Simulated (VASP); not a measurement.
AlAs, 4 atoms in the cell. It takes space group F-43m (No. 216, cubic). The conventional cell has a = 5.728 Å, b = 5.728 Å, c = 5.728 Å, α = 90.00°, β = 90.00°, γ = 90.00°. Al (site symmetry -43m) has 4 As at 2.48 Å within 3.3 Å. As (site symmetry -43m) has 4 Al at 2.48 Å within 3.3 Å. 

```yaml
Program: VASP 6.6.1
Task: single point
Functional: PBE
Potentials_or_basis: VASP PAW PBE potentials, release 64 (Al, As)
Cutoff: 500 eV
k_mesh: 8 × 6 × 8
Occupations: gaussian, width 0.02 eV
Spin: no spin polarisation
Dipole_correction: no
Further_INCAR_settings: ALGO = Normal; EDIFF = 1e-06; NBANDS = 16
```

Potentials or basis: VASP PAW PBE potentials, release 64 (Al, As).

Launch:

```console
$ cat potpaw_PBE.64/Al/POTCAR potpaw_PBE.64/As/POTCAR > POTCAR
$ mpirun -np 1 vasp_std > vasp.out
```

Hardware: 1 thread of Intel(R) Xeon(R) Platinum 8259CL CPU @ 2.50GHz (Skylake/Cascade Lake), with other jobs on the host.

Q: How long does it take, and how much memory?

A: It took 48 s on 1 thread of Intel(R) Xeon(R) Platinum 8259CL CPU @ 2.50GHz (Skylake/Cascade Lake), on a shared host, peak memory 0.23 GiB. Counts: scf iterations 12, k points 60.
